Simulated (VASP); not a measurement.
# Pd (I4/mmm) in VASP: a series of runs

The runs below take Pd through single point, with PBE.

Program: VASP 6.6.1. These are calculated values, not measurements. Logs are shortened: lines on timing, memory, paths and dates and some standing lists are left out, and cuts for length are marked.

## (1) The cell of the first run

It takes space group I4/mmm (No. 139, tetragonal). Conventional cell: a = 2.451 Å, b = 2.451 Å, c = 4.900 Å, α = 90.00°, β = 90.00°, γ = 90.00°. Within 3.2 Å of Pd (site symmetry 4/mmm) lie 12 Pd at 2.45 to 3.00 Å.

## (2) Single point, PBE

Input file INCAR:

```
SYSTEM = Pd
PREC = Accurate
ENCUT = 520
EDIFF = 1E-6
ISMEAR = 0
SIGMA = 0.15
LREAL = .False.
LASPH = .True.
NELM = 100
ALGO = Fast
ISIF = 2
LWAVE = .False.
LCHARG = .False.
GGA = PE
NBANDS = 11
```

Input file KPOINTS:

```
Automatic mesh
0
Gamma
  24 24 24
  0 0 0
```

Input file POSCAR:

```
Pd
1.0
    0.0000000000      1.7327961453      2.4501737494
    1.7327961453      0.0000000000      2.4501737494
    1.7327961453      1.7327961453      0.0000000000
Pd
1
Direct
    0.0000000000      0.0000000000      0.0000000000
```

Potentials or basis: VASP PAW PBE potentials, release 64 (Pd).

Started as:

```
cat potpaw_PBE.64/Pd/POTCAR > POTCAR
mpirun -np 1 vasp_std > vasp.out
```

OUTCAR:

```text
SYSTEM = Pd
   PREC = Accurate
   ENCUT = 520
   EDIFF = 1E-6
   ISMEAR = 0
   LREAL = .False.
   LASPH = .True.
   NELM = 100
   ISIF = 2
   GGA = PE

 ion  position               nearest neighbor table
   1  0.000  0.000  0.000-

  LATTYP: Found a body centered tetragonal cell.
 ALAT       =     2.4505438095
 C/A-ratio  =     1.9996979772

  Lattice vectors:

 A1 = (  -1.7327961453,   0.0000000000,   2.4501737494)
 A2 = (   1.7327961453,   0.0000000000,   2.4501737494)
 A3 = (   0.0000000000,   1.7327961453,  -2.4501737494)

Analysis of symmetry for initial positions (statically):
=====================================================================
 Subroutine PRICEL returns:
 Original cell was already a primitive cell.

 Routine SETGRP: Setting up the symmetry group for a
 body centered tetragonal supercell.

 Subroutine GETGRP returns: Found 16 space group operations
 (whereof 16 operations were pure point group operations)
 out of a pool of 16 trial point group operations.

The static configuration has the point symmetry D_4h.

Analysis of symmetry for dynamics (positions and initial velocities):
=====================================================================
 Subroutine PRICEL returns:
 Original cell was already a primitive cell.

 Routine SETGRP: Setting up the symmetry group for a
 body centered tetragonal supercell.

 Subroutine GETGRP returns: Found 16 space group operations
 (whereof 16 operations were pure point group operations)
 out of a pool of 16 trial point group operations.

The dynamic configuration has the point symmetry D_4h.

 Subroutine INISYM returns: Found 16 space group operations
 (whereof 16 operations are pure point group operations),
 and found     1 'primitive' translations

----------------------------------------------------------------------------------------

                                     Primitive cell

  volume of cell :      14.7137

  direct lattice vectors                    reciprocal lattice vectors
     0.000000000  1.732796145  2.450173749    -0.288550965  0.288550965  0.204067161
     1.732796145  0.000000000  2.450173749     0.288550965 -0.288550965  0.204067161
     1.732796145  1.732796145  0.000000000     0.288550965  0.288550965 -0.204067161

  length of vectors
     3.000988818  3.000988818  2.450543810     0.456252918  0.456252918  0.456252918

  position of ions in fractional coordinates (direct lattice)
     0.000000000  0.000000000  0.000000000

  ion indices of the primitive-cell ions
   primitive index   ion index
                 1           1

----------------------------------------------------------------------------------------

 KPOINTS: Automatic mesh

Automatic generation of k-mesh.
 Grid dimensions read from file:
 generate k-points for:   24   24   24

 Generating k-lattice:

  Cartesian coordinates                     Fractional coordinates (reciprocal lattice)
    -0.012022957  0.012022957  0.008502798     0.041666667  0.000000000  0.000000000
     0.012022957 -0.012022957  0.008502798     0.000000000  0.041666667  0.000000000
     0.012022957  0.012022957 -0.008502798    -0.000000000 -0.000000000  0.041666667

  Length of vectors
     0.019010538  0.019010538  0.019010538

  Shift w.r.t. Gamma in fractional coordinates (k-lattice)
     0.000000000  0.000000000  0.000000000

 Subroutine IBZKPT returns following result:
 ===========================================

 Found   1063 irreducible k-points:

 Following reciprocal coordinates:
            Coordinates               Weight
  0.000000  0.000000  0.000000      1.000000
  0.041667  0.000000  0.000000      8.000000
  0.083333  0.000000  0.000000      8.000000
  0.125000 -0.000000  0.000000      8.000000
  0.166667 -0.000000  0.000000      8.000000
  0.208333  0.000000  0.000000      8.000000
[... 16 lines left out ...]
  0.416667  0.041667  0.000000      8.000000
  0.458333  0.041667  0.000000      8.000000
 [... further k-points ...]
   k-points           NKPTS =   1063   k-points in BZ     NKDIM =   1063   number of bands    NBANDS=     11
   number of dos      NEDOS =    301   number of ions     NIONS =      1
   total plane-waves  NPLWV =  10368
   dimension x,y,z NGX =    24 NGY =   24 NGZ =   18
   dimension x,y,z NGXF=    48 NGYF=   48 NGZF=   36
   ions per type =               1
   NGX,Y,Z   is equivalent  to a cutoff of  13.30, 13.30, 12.21 a.u.
   NGXF,Y,Z  is equivalent  to a cutoff of  26.59, 26.59, 24.42 a.u.
 SYSTEM =  Pd
   PREC   = accura    normal or accurate (medium, high low for compatibility)
   ISTART =      0    job   : 0-new  1-cont  2-samecut
   ICHARG =      2    charge: 1-file 2-atom 10-const
   ISPIN  =      1    spin polarized calculation?
   LNONCOLLINEAR =      F non collinear calculations
   LSORBIT =      F    spin-orbit coupling
   LASPH  =      T    aspherical Exc in radial PAW
   ENCUT  =  520.0 eV  38.22 Ry    6.18 a.u.   5.58  5.58  4.56*2*pi/ulx,y,z
   NELM   =    100;   NELMIN=  2; NELMDL= -5     # of ELM steps
   EDIFF  = 0.1E-05   stopping-criterion for ELM
   LREAL  =      F    real-space projection
   EDIFFG = 0.1E-04   stopping-criterion for IOM
   NSW    =      0    number of steps for IOM
   IBRION =     -1    ionic relax: 0-MD 1-quasi-New 2-CG
   NFREE  =      0    steps in history (QN), initial steepest desc. (CG)
   ISIF   =      2    stress and relaxation
   ISYM   =      2    0-nonsym 1-usesym 2-fastsym
   POTIM  = 0.5000    time-step for ionic-motion
   TEBEG  =    0.0;   TEEND  =   0.0 temperature during run
   PSTRESS=    0.0 pullay stress
   NELECT =      10.0000    total number of electrons
   NUPDOWN=      -1.0000    fix difference up-down
   EMIN   =  10.00;   EMAX   =-10.00  energy-range for DOS
   EFERMI =   0.00;   METHOD = LEGACY
   ISMEAR =     0;   SIGMA  =   0.15  broadening in eV -4-tet -1-fermi 0-gaus
   EFERMI_NEDOS =   21; number of points for ismear=-14 and -15
   IALGO  =     68    algorithm
   IMIX   =      4    mixing-type and parameters
     AMIX     =   0.40;   BMIX     =  1.00
     AMIX_MAG =   1.60;   BMIX_MAG =  1.00
  volume/ion in A,a.u.               =      14.71        99.29
  Fermi-wavevector in a.u.,A,eV,Ry     =   1.439354  2.719984 28.187725  2.071739
  Thomas-Fermi vector in A             =   2.558219
   LORBIT       =      0    0 simple, 1 ext, 2 COOP (PROOUT), +10 PAW based schemes
   GGA     = PE    functional components
   LHFCALC =     F    Hartree Fock is set to
   AEXX    =    0.0000 exact exchange contribution
   IVDW    =     0    specifies the selected vdW correction
   LEPSILON=     F    determine dielectric tensor
   LRPA    =     F    only Hartree local field effects (RPA)
 non-spin polarized calculation
 RMM-DIIS sequential band-by-band and
 Gauss-broadening in eV      SIGMA  =   0.15
  energy-cutoff  :      520.00
  volume of cell :       14.71
 maximum number of plane-waves:       417
   NGX = 11   NGY = 11   NGZ =  9

 number of electron      10.0000001 magnetization

 Free energy of the ion-electron system (eV)
  ---------------------------------------------------
  ext. energy  EPLUGINS =         0.00000000
  ---------------------------------------------------
  free energy    TOTEN  =        -4.76630788 eV

  energy without entropy =       -4.74893124  energy(sigma->0) =       -4.75761956

 E-fermi :   9.8869     XC(G=0): -13.1440

 val. band max:        9.8856532436   @ k =   0.2500   0.1667   0.0833
 cond. band min:       9.8869737160   @ k =  -0.1667   0.3750   0.3333
 fundamental gap:      0.0013204724
 Fermi energy:         9.8868777004

 k-point     1 :       0.0000    0.0000    0.0000
  band No.  band energies     occupation
      1       2.7313      2.00000
      2       4.7762      2.00000
      3       6.4341      2.00000
      4       8.5720      2.00000
      5       8.5720      2.00000
      6      10.1124      0.03344
      7      26.3354      0.00000
      8      28.8566      0.00000
      9      34.4000      0.00000
     10      34.4000      0.00000
     11      35.4618      0.00000

 k-point     2 :       0.0417    0.0000    0.0000
  band No.  band energies     occupation
      1       2.7991      2.00000
      2       4.8121      2.00000
      3       6.4552      2.00000
      4       8.5187      2.00000
      5       8.5877      2.00000
      6      10.0747      0.07660
      7      26.3914      0.00000
      8      28.8913      0.00000
      9      33.6634      0.00000
     10      34.4874      0.00000
     11      35.6926      0.00000

 k-point     3 :       0.0833    0.0000    0.0000
  band No.  band energies     occupation
      1       2.9964      2.00000
      2       4.9184      2.00000
      3       6.5180      2.00000
      4       8.3720      2.00000
      5       8.6338      2.00000
      6       9.9658      0.45663
      7      26.5346      0.00000
      8      28.9480      0.00000
      9      32.5046      0.00000
     10      34.7355      0.00000
     11      34.8129      0.00000

 k-point     4 :       0.1250   -0.0000    0.0000
  band No.  band energies     occupation
      1       3.3032      2.00000
      2       5.0926      2.00000
      3       6.6183      2.00000
      4       8.1725      2.00000
      5       8.7057      2.00000
      6       9.7986      1.59453
      7      26.6895      0.00000
      8      28.8234      0.00000
      9      31.3972      0.00000
     10      33.7942      0.00000
     11      35.1001      0.00000

 k-point     5 :       0.1667   -0.0000    0.0000
  band No.  band energies     occupation
      1       3.6796      2.00000
      2       5.3326      2.00000
      3       6.7373      2.00000
      4       7.9964      2.00000
      5       8.7937      2.00000
      6       9.5945      1.99415
      7      26.7303      0.00000
      8      28.0989      0.00000
      9      30.7213      0.00000
     10      33.2302      0.00000
     11      35.5049      0.00000
[... 211 lines left out ...]
 k-point    21 :       0.3333    0.0417    0.0000
  band No.  band energies     occupation
      1       4.6126      2.00000
      2       5.7958      2.00000
      3       7.7068      2.00000
      4       8.6915      2.00000
      5       8.8351      2.00000
      6       9.4513      1.99996
      7      22.8266      0.00000
      8      24.6058      0.00000
      9      31.6412      0.00000
     10      33.7647      0.00000
     11      35.1971      0.00000

 k-point    22 :       0.3750    0.0417    0.0000
  band No.  band energies     occupation
      1       4.6830      2.00000
      2       5.6900      2.00000
      3       8.4984      2.00000
      4       8.5811      2.00000
      5       9.2371      2.00000
      6       9.5410      1.99889
      7      21.3027      0.00000
      8      24.0550      0.00000
      9      31.7855      0.00000
     10      33.7456      0.00000
     11      35.2666      0.00000

 k-point    23 :       0.4167    0.0417    0.0000
  band No.  band energies     occupation
      1       4.6902      2.00000
      2       5.6132      2.00000
      3       8.3269      2.00000
      4       9.3243      2.00000
      5       9.6229      1.98720
      6       9.8130      1.51399
      7      19.9326      0.00000
      8      23.5654      0.00000
      9      31.8397      0.00000
     10      33.4816      0.00000
     11      35.3294      0.00000

 k-point    24 :       0.4583    0.0417    0.0000
  band No.  band energies     occupation
      1       4.6653      2.00000
      2       5.5810      2.00000
      3       8.1958      2.00000
      4       9.6608      1.96692
      5       9.6801      1.94877
      6      10.6459      0.00000
      7      18.8101      0.00000
      8      23.2043      0.00000
      9      31.7977      0.00000
     10      33.1935      0.00000
     11      35.4181      0.00000

 [... further k-points ...]

------------------------ aborting loop because EDIFF is reached ----------------------------------------

  FORCE on cell =-STRESS in cart. coord.  units (eV):
  Direction    XX          YY          ZZ          XY          YZ          ZX
  --------------------------------------------------------------------------------------
  -------------------------------------------------------------------------------------
  Total        3.7005165      3.7005165     -1.1838187      0.0000000     -0.0000000     -0.0000000
  in kB      402.9499466    402.9499466   -128.9062397      0.0000000     -0.0000000     -0.0000000
  external PRESSURE =     225.6645512 kB  Pullay stress =       0.0000000 kB

 VOLUME and BASIS-vectors are now :
 -----------------------------------------------------------------------------
  energy-cutoff  :      520.00
  volume of cell :       14.71
      direct lattice vectors                 reciprocal lattice vectors
     0.000000000  1.732796145  2.450173749    -0.288550965  0.288550965  0.204067161
     1.732796145  0.000000000  2.450173749     0.288550965 -0.288550965  0.204067161
     1.732796145  1.732796145  0.000000000     0.288550965  0.288550965 -0.204067161

 POSITION                                       TOTAL-FORCE (eV/Angst)
 -----------------------------------------------------------------------------------
      0.00000      0.00000      0.00000         0.000000      0.000000      0.000000
 -----------------------------------------------------------------------------------
    total drift:                               -0.000000      0.000000     -0.000000

  FREE ENERGIE OF THE ION-ELECTRON SYSTEM (eV)
  ---------------------------------------------------
  free  energy   TOTEN  =        -4.7663078814 eV

  energy  without entropy=       -4.7489312388  energy(sigma->0) =       -4.75761956
```

It took 61 s on 1 thread of Intel Xeon 6975P-C (Granite Rapids), shared host; peak memory 0.29 GiB.

What came out:

```
Free energy            : -4.7663 eV
Pressure               : 22.6 GPa
Band gap on the k mesh : zero (band 5 reaches 11.72 eV, above the bottom of band 6 at 8.77 eV)
```

Levels at points of the mesh, in eV from the Fermi level:
| k point | band 1 | band 2 | band 3 | band 4 | band 5 | band 6 | band 7 | band 8 | band 9 | band 10 |
| --- | --- | --- | --- | --- | --- | --- | --- | --- | --- | --- |
| (0.00, 0.00, 0.00) | -7.16 | -5.11 | -3.45 | -1.31 | -1.31 | 0.23 | 16.45 | 18.97 | 24.51 | 24.51 |
| (0.50, 0.00, 0.00) | -5.27 | -4.30 | -1.80 | -0.19 | 0.07 | 1.35 | 8.10 | 13.33 | 22.29 | 22.36 |
| (0.50, 0.50, 0.00) | -5.72 | -5.66 | -0.05 | 0.12 | 0.12 | 0.42 | 5.35 | 18.04 | 18.04 | 25.43 |
| (0.50, 0.00, 0.50) | -5.91 | -4.61 | -1.47 | -0.45 | 1.84 | 6.07 | 11.59 | 12.86 | 14.02 | 20.13 |

(Continued in part 2 of 2.)
